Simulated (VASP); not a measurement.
# Si8N in VASP: single point with PBE

Aim: the single point of Si8N with PBE.

Everything below comes from runs of VASP 6.6.1. Logs are shortened: lines on timing, memory, paths and dates and some standing lists are left out, and cuts for length are marked.

### 1 The cell of the first run

The cell holds a slab with vacuum, 18 atoms: a = 7.702 Å, b = 6.365 Å, c = 22.253 Å, α = 90.00°, β = 90.00°, γ = 90.00°.

### 2 Single point, PBE

INCAR

```
PREC = Accurate ; ENCUT = 520
EDIFF = 1E-6 ; ISMEAR = 0
SIGMA = 0.05 ; LREAL = Auto
LASPH = T ; NELM = 100
ALGO = Normal ; ISIF = 2
LWAVE = F ; LCHARG = F
LDIPOL = T ; IDIPOL = 3
DIPOL = 0.5 0.5 0.306 ; GGA = PE
NBANDS = 52
```

KPOINTS

```
regular mesh
0
Gamma
  4 4 1
```

POSCAR

```
Si8N
1.0
    7.7021642883      0.0000000000      0.0000000000
    0.0000000000      6.3646813592      0.0000000000
    0.0000000000      0.0000000000     22.2525434180
Si N
16 2
Direct
    0.0000000000      0.9370679227      0.1797547330
    0.5000000000      0.9370679227      0.1797547330
    0.0000000000      0.5629320773      0.1797547330
    0.5000000000      0.5629320773      0.1797547330
    0.2500000000      0.4370679227      0.2297135909
    0.7500000000      0.4370679227      0.2297135909
    0.2500000000      0.0629320773      0.2297135909
    0.7500000000      0.0629320773      0.2297135909
    0.2500000000      0.9333044641      0.3302593493
    0.7500000000      0.9333044641      0.3302593493
    0.2500000000      0.5666955359      0.3302593493
    0.7500000000      0.5666955359      0.3302593493
    0.0000000000      0.4259907503      0.3708584346
    0.5000000000      0.4259907503      0.3708584346
    0.0000000000      0.0740092497      0.3708584346
    0.5000000000      0.0740092497      0.3708584346
    0.0000000000      0.3395763693      0.5326376943
    0.0000000000      0.5124051314      0.5326376943
```

Potentials or basis: VASP PAW PBE potentials, release 64 (Si, N).

Command:

```console
> cat potpaw_PBE.64/Si/POTCAR potpaw_PBE.64/N/POTCAR > POTCAR
> mpirun -np 1 vasp_std > vasp.out
```

OUTCAR:

```text
PREC = Accurate
   ENCUT = 520
   EDIFF = 1E-6
   ISMEAR = 0
   LREAL = Auto
   LASPH = T
   NELM = 100
   ISIF = 2
   GGA = PE

 ion  position               nearest neighbor table
   1  0.000  0.937  0.180-   7 2.36   8 2.36   3 2.38
   2  0.500  0.937  0.180-   7 2.36   8 2.36   4 2.38
   3  0.000  0.563  0.180-   5 2.36   6 2.36   1 2.38
   4  0.500  0.563  0.180-   5 2.36   6 2.36   2 2.38
   5  0.250  0.437  0.230-   3 2.36   4 2.36   7 2.38  11 2.38
   6  0.750  0.437  0.230-   3 2.36   4 2.36   8 2.38  12 2.38
   7  0.250  0.063  0.230-   1 2.36   2 2.36   5 2.38   9 2.38
   8  0.750  0.063  0.230-   1 2.36   2 2.36   6 2.38  10 2.38
   9  0.250  0.933  0.330-  15 2.31  16 2.31  11 2.33   7 2.38
  10  0.750  0.933  0.330-  15 2.31  16 2.31  12 2.33   8 2.38
  11  0.250  0.567  0.330-  13 2.31  14 2.31   9 2.33   5 2.38
  12  0.750  0.567  0.330-  13 2.31  14 2.31  10 2.33   6 2.38
  13  0.000  0.426  0.371-  15 2.24  12 2.31  11 2.31
  14  0.500  0.426  0.371-  16 2.24  12 2.31  11 2.31
  15  0.000  0.074  0.371-  13 2.24  10 2.31   9 2.31
  16  0.500  0.074  0.371-  14 2.24  10 2.31   9 2.31
  17  0.000  0.340  0.533-  18 1.10
  18  0.000  0.512  0.533-  17 1.10

  LATTYP: Found a simple orthorhombic cell.
 ALAT       =     6.3646813592
 B/A-ratio  =     1.2101413808
 C/A-ratio  =     3.4962541190

  Lattice vectors:

 A1 = (   0.0000000000,  -6.3646813592,   0.0000000000)
 A2 = (   7.7021642883,   0.0000000000,   0.0000000000)
 A3 = (   0.0000000000,   0.0000000000,  22.2525434180)

Analysis of symmetry for initial positions (statically):
=====================================================================
 Subroutine PRICEL returns:
 Original cell was already a primitive cell.

 Routine SETGRP: Setting up the symmetry group for a
 simple orthorhombic supercell.

 Subroutine GETGRP returns: Found  2 space group operations
 (whereof  2 operations were pure point group operations)
 out of a pool of  8 trial point group operations.

The static configuration has the point symmetry C_1h.

Analysis of symmetry for dynamics (positions and initial velocities):
=====================================================================
 Subroutine PRICEL returns:
 Original cell was already a primitive cell.

 Routine SETGRP: Setting up the symmetry group for a
 simple orthorhombic supercell.

 Subroutine GETGRP returns: Found  2 space group operations
 (whereof  2 operations were pure point group operations)
 out of a pool of  8 trial point group operations.

The dynamic configuration has the point symmetry C_1h.

 Subroutine INISYM returns: Found  2 space group operations
 (whereof  2 operations are pure point group operations),
 and found     1 'primitive' translations

----------------------------------------------------------------------------------------

                                     Primitive cell

  volume of cell :    1090.8602

  direct lattice vectors                    reciprocal lattice vectors
     7.702164288  0.000000000  0.000000000     0.129833637  0.000000000  0.000000000
     0.000000000  6.364681359  0.000000000     0.000000000  0.157117056  0.000000000
     0.000000000  0.000000000 22.252543418     0.000000000  0.000000000  0.044938683

  length of vectors
     7.702164288  6.364681359 22.252543418     0.129833637  0.157117056  0.044938683

  position of ions in fractional coordinates (direct lattice)
     0.000000000  0.937067923  0.179754733
     0.500000000  0.937067923  0.179754733
     0.000000000  0.562932077  0.179754733
     0.500000000  0.562932077  0.179754733
     0.250000000  0.437067923  0.229713591
     0.750000000  0.437067923  0.229713591
[... 10 lines left out ...]
     0.000000000  0.339576369  0.532637694
     0.000000000  0.512405131  0.532637694

  ion indices of the primitive-cell ions
   primitive index   ion index
                 1           1
                 2           2
                 3           3
                 4           4
                 5           5
                 6           6
[... 10 lines left out ...]
                17          17
                18          18

----------------------------------------------------------------------------------------

 KPOINTS: regular mesh

Automatic generation of k-mesh.
 Grid dimensions read from file:
 generate k-points for:    4    4    1

 Generating k-lattice:

  Cartesian coordinates                     Fractional coordinates (reciprocal lattice)
     0.032458409  0.000000000  0.000000000     0.250000000  0.000000000  0.000000000
     0.000000000  0.039279264  0.000000000     0.000000000  0.250000000  0.000000000
     0.000000000  0.000000000  0.044938683     0.000000000  0.000000000  1.000000000

  Length of vectors
     0.032458409  0.039279264  0.044938683

  Shift w.r.t. Gamma in fractional coordinates (k-lattice)
     0.000000000  0.000000000  0.000000000

 Subroutine IBZKPT returns following result:
 ===========================================

 Found      9 irreducible k-points:

 Following reciprocal coordinates:
            Coordinates               Weight
  0.000000  0.000000  0.000000      1.000000
  0.250000  0.000000  0.000000      2.000000
  0.500000  0.000000  0.000000      1.000000
  0.000000  0.250000  0.000000      2.000000
  0.250000  0.250000  0.000000      4.000000
  0.500000  0.250000  0.000000      2.000000
  0.000000  0.500000  0.000000      1.000000
  0.250000  0.500000  0.000000      2.000000
  0.500000  0.500000  0.000000      1.000000
   k-points           NKPTS =      9   k-points in BZ     NKDIM =      9   number of bands    NBANDS=     52
   number of dos      NEDOS =    301   number of ions     NIONS =     18
   total plane-waves  NPLWV = 483840
   dimension x,y,z NGX =    60 NGY =   48 NGZ =  168
   dimension x,y,z NGXF=   120 NGYF=   96 NGZF=  336
   ions per type =              16   2
   NGX,Y,Z   is equivalent  to a cutoff of  12.95, 12.54, 12.55 a.u.
   NGXF,Y,Z  is equivalent  to a cutoff of  25.90, 25.08, 25.10 a.u.
 SYSTEM =  unknown system
   PREC   = accura    normal or accurate (medium, high low for compatibility)
   ISTART =      0    job   : 0-new  1-cont  2-samecut
   ICHARG =      2    charge: 1-file 2-atom 10-const
   ISPIN  =      1    spin polarized calculation?
   LNONCOLLINEAR =      F non collinear calculations
   LSORBIT =      F    spin-orbit coupling
   LASPH  =      T    aspherical Exc in radial PAW
   ENCUT  =  520.0 eV  38.22 Ry    6.18 a.u.  14.32 11.83 41.37*2*pi/ulx,y,z
   NELM   =    100;   NELMIN=  2; NELMDL= -5     # of ELM steps
   EDIFF  = 0.1E-05   stopping-criterion for ELM
   LREAL  =      T    real-space projection
   EDIFFG = 0.1E-04   stopping-criterion for IOM
   NSW    =      0    number of steps for IOM
   IBRION =     -1    ionic relax: 0-MD 1-quasi-New 2-CG
   NFREE  =      0    steps in history (QN), initial steepest desc. (CG)
   ISIF   =      2    stress and relaxation
   ISYM   =      2    0-nonsym 1-usesym 2-fastsym
   POTIM  = 0.5000    time-step for ionic-motion
   TEBEG  =    0.0;   TEEND  =   0.0 temperature during run
   PSTRESS=    0.0 pullay stress
   NELECT =      74.0000    total number of electrons
   NUPDOWN=      -1.0000    fix difference up-down
   EMIN   =  10.00;   EMAX   =-10.00  energy-range for DOS
   EFERMI =   0.00;   METHOD = LEGACY
   ISMEAR =     0;   SIGMA  =   0.05  broadening in eV -4-tet -1-fermi 0-gaus
   EFERMI_NEDOS =   21; number of points for ismear=-14 and -15
   IALGO  =     38    algorithm
   IMIX   =      4    mixing-type and parameters
     AMIX     =   0.40;   BMIX     =  1.00
     AMIX_MAG =   1.60;   BMIX_MAG =  1.00
  volume/ion in A,a.u.               =      60.60       408.97
  Fermi-wavevector in a.u.,A,eV,Ry     =   0.667671  1.261715  6.065263  0.445784
  Thomas-Fermi vector in A             =   1.742349
   LORBIT       =      0    0 simple, 1 ext, 2 COOP (PROOUT), +10 PAW based schemes
   GGA     = PE    functional components
   LHFCALC =     F    Hartree Fock is set to
   AEXX    =    0.0000 exact exchange contribution
   IVDW    =     0    specifies the selected vdW correction
   LEPSILON=     F    determine dielectric tensor
   LRPA    =     F    only Hartree local field effects (RPA)
 non-spin polarized calculation
 Gauss-broadening in eV      SIGMA  =   0.05
  energy-cutoff  :      520.00
  volume of cell :     1090.86
 maximum number of plane-waves:     29424
 NGX is ok and might be reduce to    60
   NGX = 29   NGY = 23   NGZ = 83

 number of electron      74.0000000 magnetization

 dipolmoment           0.000000      0.000000     -0.056855 electrons x Angstroem

 Free energy of the ion-electron system (eV)
  ---------------------------------------------------
  ext. energy  EPLUGINS =         0.00000000
  ---------------------------------------------------
  free energy    TOTEN  =       -95.38798045 eV

  energy without entropy =      -95.38031634  energy(sigma->0) =      -95.38414840

 E-fermi :  -1.4306     XC(G=0):  -3.7700

 val. band max:       -1.4667582025   @ k =   0.0000   0.2500   0.0000
 cond. band min:      -1.4215994878   @ k =   0.0000   0.0000   0.0000
 fundamental gap:      0.0451587148
 Fermi energy:        -1.4305809996

 k-point     1 :       0.0000    0.0000    0.0000
  band No.  band energies     occupation
      1     -25.2742      2.00000
      2     -12.9657      2.00000
      3     -11.6652      2.00000
      4     -11.3065      2.00000
      5     -10.6547      2.00000
      6     -10.4297      2.00000
[... 41 lines left out ...]
     48       1.4783      0.00000
     49       1.5827      0.00000

 k-point     2 :       0.2500    0.0000    0.0000
  band No.  band energies     occupation
      1     -25.2741      2.00000
      2     -12.8315      2.00000
      3     -11.8236      2.00000
      4     -11.5291      2.00000
      5     -10.5172      2.00000
      6     -10.5104      2.00000
[... 356 lines left out ...]
 k-point     9 :       0.5000    0.5000    0.0000
  band No.  band energies     occupation
      1     -25.2742      2.00000
      2     -11.7006      2.00000
      3     -11.6978      2.00000
      4     -11.6361      2.00000
      5     -11.6360      2.00000
      6     -10.4946      2.00000
[... 41 lines left out ...]
     48       1.8972      0.00000
     49       1.9338      0.00000
 [bands above 49 left out]

------------------------ aborting loop because EDIFF is reached ----------------------------------------

 vacuum level on the upper side and lower side of the slab       (xc-potential included)        -0.201         0.022

  FORCE on cell =-STRESS in cart. coord.  units (eV):
  Direction    XX          YY          ZZ          XY          YZ          ZX
  --------------------------------------------------------------------------------------
  -------------------------------------------------------------------------------------
  Total        2.7090859      0.0431799     -2.7859775      0.0000000      0.0775161      0.0000000
  in kB        3.9789112      0.0634195     -4.0918441      0.0000000      0.1138502      0.0000000
  external PRESSURE =      -0.0165044 kB  Pullay stress =       0.0000000 kB

 VOLUME and BASIS-vectors are now :
 -----------------------------------------------------------------------------
  energy-cutoff  :      520.00
  volume of cell :     1090.86
      direct lattice vectors                 reciprocal lattice vectors
     7.702164288  0.000000000  0.000000000     0.129833637  0.000000000  0.000000000
     0.000000000  6.364681359  0.000000000     0.000000000  0.157117056  0.000000000
     0.000000000  0.000000000 22.252543418     0.000000000  0.000000000  0.044938683

 POSITION                                       TOTAL-FORCE (eV/Angst)
 -----------------------------------------------------------------------------------
      0.00000      5.96414      4.00000         0.000000     -0.807144      0.654914
      3.85108      5.96414      4.00000         0.000000     -0.801037      0.657630
      0.00000      3.58288      4.00000         0.000000      0.807834      0.655503
      3.85108      3.58288      4.00000         0.000000      0.798137      0.649176
      1.92554      2.78180      5.11171        -0.000942      0.029677     -0.625970
      5.77662      2.78180      5.11171         0.000942      0.029677     -0.625970
[... 10 lines left out ...]
      0.00000      2.16130     11.85254         0.000000     -2.112542      0.088785
      0.00000      3.26130     11.85254         0.000000      2.131995      0.069738
 -----------------------------------------------------------------------------------
    total drift:                                0.000000     -0.000046      0.019020

  FREE ENERGIE OF THE ION-ELECTRON SYSTEM (eV)
  ---------------------------------------------------
  free  energy   TOTEN  =       -95.3879804546 eV

  energy  without entropy=      -95.3803163421  energy(sigma->0) =      -95.38414840

 vacuum level on the upper side and lower side of the slab         3.084         3.304
```

Run time: 24 min. Hardware: 1 thread of Intel Xeon 8259CL, shared host; peak memory 1.1 GiB.

Results:

```
Free energy            : -95.3880 eV
Largest force          : 2.133 eV/Å
Band gap on the k mesh : zero (bands 37 and 38 overlap by 0.35 eV)
```

Forces on the atoms (eV/Å):
```
Si   0.000 -0.807  0.655
Si   0.000 -0.801  0.658
Si   0.000  0.808  0.656
Si   0.000  0.798  0.649
Si  -0.001  0.030 -0.626
Si   0.001  0.030 -0.626
Si   0.002 -0.031 -0.627
Si  -0.002 -0.031 -0.627
Si  -0.008 -0.002 -0.004
Si   0.008 -0.002 -0.004
Si  -0.002  0.006 -0.005
Si   0.002  0.006 -0.005
Si   0.000 -0.084 -0.159
Si   0.000 -0.086 -0.018
Si   0.000  0.060 -0.051
Si   0.000  0.086 -0.025
N    0.000 -2.113  0.089
N    0.000  2.132  0.070
```

Levels at points of the mesh, in eV from the Fermi level:
```csv
k point,band 34,band 35,band 36,band 37,band 38,band 39,band 40,band 41
"(0.00, 0.00, 0.00)",-0.88,-0.57,-0.14,-0.08,0.01,0.28,1.16,1.43
"(0.50, 0.00, 0.00)",-1.14,-1.11,-0.11,-0.09,0.71,0.71,1.33,1.34
"(0.00, 0.50, 0.00)",-1.04,-0.98,-0.94,-0.50,0.23,0.45,0.73,0.98
"(0.50, 0.50, 0.00)",-0.64,-0.61,-0.43,-0.43,0.27,0.27,0.53,0.54
```

Caveat: the standard files for N, O and F lose accuracy on very short bonds.
